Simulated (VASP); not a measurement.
**KScS2: single point with r2SCAN**

KScS2:

```
K S Sc
1.0
     3.99450    0.00000    0.00000
     0.00000    3.99450    0.00000
     0.00000    0.00000    5.41028
K S Sc
1 2 1
Cartesian
  0.0000 0.0000 0.0000
  0.0000 0.0000 2.7051
  1.9972 1.9972 0.0000
  1.9972 1.9972 2.7051
```

```
Program                : VASP 6.6.1
Task                   : single point
Functional             : r2SCAN
Potentials or basis    : VASP PAW PBE potentials, release 64 (K_sv, S, Sc_sv)
Cutoff                 : 520 eV
k mesh                 : 6 × 6 × 4
Occupations            : fermi-dirac, width 0.02 eV
Spin                   : no spin polarisation
Dipole correction      : no
Further INCAR settings : ALGO = Normal; EDIFF = 1e-07; NBANDS = 24
```

| Item | Value |
| --- | --- |
| Pressure | 2.4 GPa |
| Band gap on the k mesh | 0.22 eV |

Stress tensor (GPa, compression positive):
```
2.10 0.00 0.00
0.00 2.10 0.00
0.00 0.00 2.88
```

Levels at points of the mesh, in eV from the valence-band top:
```
           k point  band 12  band 13  band 14  band 15  band 16  band 17  band 18  band 19  band 20  band 21
(0.00, 0.00, 0.00)    -2.08    -2.08    -0.42     0.00     0.00     0.22     1.26     1.61     1.61     1.92
(0.50, 0.00, 0.00)    -2.93    -2.13    -1.97    -1.53    -0.87     1.80     2.04     2.20     2.48     3.88
(0.50, 0.50, 0.00)    -3.55    -1.69    -0.83    -0.57    -0.57     0.79     0.79     1.99     2.20     2.32
(0.00, 0.00, 0.50)    -2.41    -2.12    -2.12    -0.52    -0.52     0.30     1.27     2.38     2.53     2.53
(0.50, 0.00, 0.50)    -3.16    -3.00    -2.64    -1.21    -1.12     2.09     2.51     2.61     3.85     4.59
(0.50, 0.50, 0.50)    -3.59    -2.93    -1.97    -1.33    -1.33     2.20     2.20     2.24     2.32     2.48
```

Wall time 4.2 min on 1 thread of Intel(R) Xeon(R) Platinum 8375C CPU @ 2.90GHz (Ice Lake) (shared host), peak memory 0.23 GiB.

Caveat: semilocal functionals underestimate gaps, and a narrow one can read as zero; the PAW data sets were made with another functional, which shifts forces and pressure a little. A k mesh can miss the band edges.
